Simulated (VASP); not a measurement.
Write the native input for VASP 6.6.1 that does the following.

- Task: single point
- Functional: PBE
- Potentials or basis: VASP PAW PBE potentials, release 64 (Nb_sv, C)
- Cutoff: 520 eV
- k mesh: 6 × 6 × 4
- Occupations: gaussian, width 0.1 eV
- Spin: no spin polarisation
- Dipole correction: no
- Further INCAR settings: ALGO = Normal; EDIFF = 1e-07; NBANDS = 18

The structure of NbC2 lies in POSCAR:

```
NbC2
1.0
    3.4594439113      0.0000000000      0.0000000000
   -1.7297219557      2.9959663102      0.0000000000
    0.0000000000      0.0000000000      5.7295209795
Nb C
1 2
Direct
    0.3333333333      0.6666666667      0.0000000000
    0.6666666667      0.3333333333      0.8688462137
    0.6666666667      0.3333333333      0.1311537863
```

The cell was built from a structure type or drawn by symmetry, and may not be a known phase.

These files were run (other wordings do the same):

INCAR

```
PREC = Accurate ; ENCUT = 520
EDIFF = 1E-7 ; ISMEAR = 0
SIGMA = 0.1 ; LREAL = False
LASPH = True ; NELM = 100
ALGO = Normal ; ISIF = 2
LWAVE = False ; LCHARG = True
GGA = PE ; LELF = True
LVHAR = True ; NBANDS = 18
```

KPOINTS

```
regular mesh
0
Gamma
  6 6 4
```

Potentials or basis: VASP PAW PBE potentials, release 64 (Nb_sv, C).

Command:

```sh
$ cat potpaw_PBE.64/Nb_sv/POTCAR potpaw_PBE.64/C/POTCAR > POTCAR
$ mpirun -np 1 vasp_std > vasp.out
```

It gave:

* Pressure: 0.0 GPa
* Largest force: 0.053 eV/Å
* Band gap on the k mesh: zero (an odd number of electrons rules out a gap without spin polarisation)

It took 14 s on 1 thread of AMD EPYC 9R45 96-Core Processor (Zen 5) (shared host), peak memory 0.16 GiB.
